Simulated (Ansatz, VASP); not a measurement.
Ag: VASP beside Ansatz

File INCAR:

```
  ALGO = Normal
  EDIFF = 1E-7
  ENCUT = 520
  GGA = PE
  ISIF = 2
  ISMEAR = -1
  LASPH = T
  LCHARG = F
  LREAL = F
  LWAVE = F
  NBANDS = 18
  NELM = 100
  PREC = Accurate
  SIGMA = 0.05
```

File KPOINTS:

```
k-points
0
Gamma
  11 11 11
```

POSCAR

```
Ag
1.0
    0.0000000000      3.1492628698      3.1492628698
    3.1492628698      0.0000000000      3.1492628698
    3.1492628698      3.1492628698      0.0000000000
Ag
2
Direct
    0.0000000000      0.0000000000      0.0000000000
    0.2500000000      0.2500000000      0.2500000000
```

Input for Ansatz:

```yaml
crystal:
  lattice:
    - [0.0, 3.1492628698, 3.1492628698]
    - [3.1492628698, 0.0, 3.1492628698]
    - [3.1492628698, 3.1492628698, 0.0]
  atoms:
    - { symbol: Ag, position: [0.0, 0.0, 0.0] }
    - { symbol: Ag, position: [0.25, 0.25, 0.25] }
kpoints:
  mp_grid: { grid: [11, 11, 11] }
scf:
  occupations: { method: fermi_dirac, width: 0.05 }
hamiltonian:
  xc: pbe
  pseudopotentials: { kind: all_electron, lapw: { basis_error: 0.0005 } }
output:
  forces: true
  stress: true
  eigenvalues: true
```

Change from the starting cell: volume scaled by 1.04.

Alike in both runs: task single point; functional PBE; k mesh 11 × 11 × 11; occupations fermi-dirac, width 0.05 eV; no spin polarisation.

|  | VASP | Ansatz |
| --- | --- | --- |
| version | VASP 6.6.1 | Ansatz 0.2.0 |
| potentials or method | VASP PAW PBE potentials, release 64 (Ag), cutoff 520 eV | all-electron LAPW, scalar-relativistic |

```tsv
	VASP	Ansatz	Ansatz less VASP
pressure (GPa)	-1.1	-1.1	+0.04
```

Ansatz ran all-electron here, and VASP with PAW potentials.
